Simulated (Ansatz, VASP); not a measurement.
**TiB2 in VASP and in Ansatz**

```
CELL_PARAMETERS angstrom
3.01797 0.00000 0.00000
-1.50899 2.61364 0.00000
0.00000 0.00000 3.18500
ATOMIC_POSITIONS crystal
Ti 0.00000 0.00000 0.00000
B 0.33333 0.66667 0.50000
B 0.66667 0.33333 0.50000
```

Alike in both runs: task electric field gradients; functional PBEsol; k mesh 15 × 15 × 14; occupations fermi-dirac, width 0.15 eV; no spin polarisation.

```csv
,VASP,Ansatz
version,VASP 6.6.1,Ansatz 0.2.0
potentials or method,"VASP PAW PBE potentials, release 64 (Ti_sv, B), cutoff 520 eV","scalar-relativistic, plane waves, PAW"
valence electrons in the cell,18,18
```

|  | VASP | Ansatz | Ansatz less VASP |
| --- | --- | --- | --- |
| gap on the k mesh at the Fermi level (eV) | none | none | - |
| pressure (GPa) | 0.4 | 0.0 | -0.36 |
| traceless stress, the component that is largest in VASP (GPa) | -0.08 | 0.00 | +0.079 |
| size of Vzz on the site where it differs most (V/Å²) | 17.3 | 19.3 | +2.01 |

VASP's potentials were made for PBE, not for PBEsol. A gap of «none» marks a metal or a gap that the smearing closes. With one functional, cell and mesh, what is left measures potentials, basis and numerics.
